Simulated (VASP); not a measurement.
Runs of VASP 6.6.1 on Ba. The structure is that of space group Im-3m (No. 229), or close to it. The cells are those of the table. 

| cell | gap on the mesh (eV) | pressure (GPa) |
| --- | --- | --- |
| a = 4.294 Å, angles 108.8, 108.8, 110.8°, 1 atom | none | -0.3 |
| a = 4.547 Å, angles 109.5°, 1 atom | none | -1.4 |
| a = 4.150 Å, angles 110.2, 110.2, 108.1°, 1 atom | none | 0.7 |
| a = 4.438 Å, angles 109.5°, 1 atom | none | -1.1 |
| a = 4.222 Å, angles 109.5°, 1 atom | none | (b) |
| a = 4.258 Å, angles 110.2, 110.2, 108.1°, 1 atom | none | -0.1 |
| a = 4.114 Å, angles 109.5°, 1 atom | none | (a) |
| a = 4.186 Å, angles 108.8, 108.8, 110.9°, 1 atom | none | 0.4 |

Alike in all rows: task single point; level PBEsol; potentials or basis VASP PAW PBE potentials, release 64 (Ba_sv); no spin polarisation; k mesh 14 × 14 × 14; cutoff (eV) 520; smearing gaussian 0.15 eV.

Task: Fill in the values left out.

Result: (a) 1.0; (b) 0.1.

Caveats: the PAW data sets were made with another functional, which shifts forces and pressure a little; spin-orbit coupling is left out, which moves the levels of the heavy elements.

A k mesh can miss the band edges, and the runs leave out spin-orbit coupling on Ba.

A gap of «none» marks levels without a gap at the run's occupations.
